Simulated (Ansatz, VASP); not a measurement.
## One calculation of Be2CdS2, two programs

```
Be Cd S
1.0
     4.84487    0.00000    0.00000
    -2.42244    4.19578    0.00000
     0.00000    0.00000    4.67304
Be Cd S
2 1 2
Direct
  0.33333 0.66667 0.00000
  0.66667 0.33333 0.00000
  0.00000 0.00000 0.00000
  0.33333 0.66667 0.50000
  0.66667 0.33333 0.50000
```

Alike in both runs: task relaxation of cell and atoms; functional PBE; k mesh 6 × 6 × 4; occupations gaussian, width 0.1 eV; no spin polarisation.

|  | VASP | Ansatz |
| --- | --- | --- |
| version | VASP 6.6.1 | Ansatz 0.2.0 |
| potentials or method | VASP PAW PBE potentials, release 64 (Be, Cd_sv_GW, S), cutoff 600 eV | scalar-relativistic, plane waves, PAW |
| valence electrons in the cell | 36 | 36 |

Ansatz gave:

| Quantity | Value |
| --- | --- |
| relaxed volume (Å³/atom) | 15.78 |
| relaxed cell length with the largest relative difference (Å) | 4.520 |

Question: Which values does VASP return?

Answer: Relaxed volume (Å³/atom): 26.68; relaxed cell length with the largest relative difference (Å): 6.455.

One of these differences is far larger than is usual between the two programs; its cause wasn't traced.

Noted on VASP's run: the volume moved by over 15 % at a fixed basis, so the end points are rough.
